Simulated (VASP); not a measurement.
The system is Si.

```
Si
1.0
    -2.37137    2.37137    1.32927
     2.37137   -2.37137    1.32927
     2.37137    2.37137   -1.32927
Si
2
Cartesian
  2.3714 0.0000 0.6646
  0.0000 0.0000 1.3293
```

```yaml
Program: VASP 6.6.1
Task: relaxation of cell and atoms
Functional: r2SCAN
Dispersion: D4
Potentials_or_basis: VASP PAW PBE potentials, release 64 (Si)
Cutoff: 600 eV
k_mesh: 12 × 12 × 12
Occupations: fermi-dirac, width 0.1 eV
Spin: no spin polarisation
```

At the start: pressure 1.0 GPa; volume 14.95 Å³/atom.

Task: How do energy, volume and symmetry change on relaxing?

Result: Over 7 steps the energy falls by 3.8 meV/atom and the volume is 15.04 Å³/atom (+0.6 %); space group I4_1/amd (No. 141, to 0.1 Å) before and after.

Step by step:
| step | energy change (eV) | largest force (eV/Å) | pressure (GPa) | volume (Å³) |
| --- | --- | --- | --- | --- |
| 1 | 0.0000 | 0.0000 | 1.00 | 29.90 |
| 2 | -0.0052 | 0.0000 | -0.71 | 30.30 |
| 3 | -0.0054 | 0.0000 | -1.08 | 30.39 |
| 4 | -0.0073 | 0.0000 | -0.35 | 30.15 |
| 5 | -0.0074 | 0.0000 | -0.52 | 30.20 |
| 6 | -0.0076 | 0.0000 | 0.31 | 30.00 |
| 7 | -0.0076 | 0.0000 | -0.01 | 30.07 |

Final structure:
```yaml
crystal:
  lattice:
    - [-2.39796, 2.39796, 1.30740]
    - [2.39796, -2.39796, 1.30740]
    - [2.39796, 2.39796, -1.30740]
  atoms:
    - { symbol: Si, position: [0.25000, 0.75000, 0.50000] }
    - { symbol: Si, position: [0.50000, 0.50000, 0.00000] }
```

Caveat: the PAW data sets were made with another functional, which shifts forces and pressure a little.
